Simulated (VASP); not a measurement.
A run of VASP 6.6.1:

File INCAR:

```
SYSTEM = Sn
  PREC = Accurate
  ENCUT = 520
  EDIFF = 1E-6
  ISMEAR = 0
  SIGMA = 0.1
  LREAL = .False.
  LASPH = .True.
  NELM = 80
  ALGO = Normal
  ISIF = 2
  LWAVE = .False.
  LCHARG = .True.
  LDIPOL = .True.
  IDIPOL = 3
  DIPOL = 0.5 0.5 0.500
  GGA = PS
  LELF = .True.
  LVHAR = .True.
  LVACPOTAV = .True.
  NBANDS = 81
```

The input KPOINTS:

```
regular mesh
0
Gamma
  2 2 1
  0 0 0
```

File POSCAR:

```
Sn
1.0
    4.6255804191      0.0000000000      0.0000000000
    0.0000000000      6.5415585626      0.0000000000
    0.0000000000      0.0000000000     24.2511608383
Sn
10
Direct
    0.5000000000      0.0000000000      0.3092635462
    0.0000000000      0.2500000000      0.3092635462
    0.0000000000      0.5000000000      0.4046317731
    0.5000000000      0.7500000000      0.4046317731
    0.5000000000      0.0000000000      0.5000000000
    0.0000000000      0.2500000000      0.5000000000
    0.0000000000      0.5000000000      0.5953682269
    0.5000000000      0.7500000000      0.5953682269
    0.5000000000      0.0000000000      0.6907364538
    0.0000000000      0.2500000000      0.6907364538
```

Potentials or basis: VASP PAW PBE potentials, release 64 (Sn_d).

The run is started by

```sh
$ cat potpaw_PBE.64/Sn_d/POTCAR > POTCAR
$ mpirun -np 1 vasp_std > vasp.out
```

Hardware: 1 thread of Intel(R) Xeon(R) Platinum 8259CL CPU @ 2.50GHz (Skylake/Cascade Lake), with other jobs on the host.

Question: Estimate the wall time of this run.

Answer: Wall time 6.7 min on 1 thread of Intel(R) Xeon(R) Platinum 8259CL CPU @ 2.50GHz (Skylake/Cascade Lake), on a shared host, peak memory 0.68 GiB. Counts: scf iterations 23, k points 4.
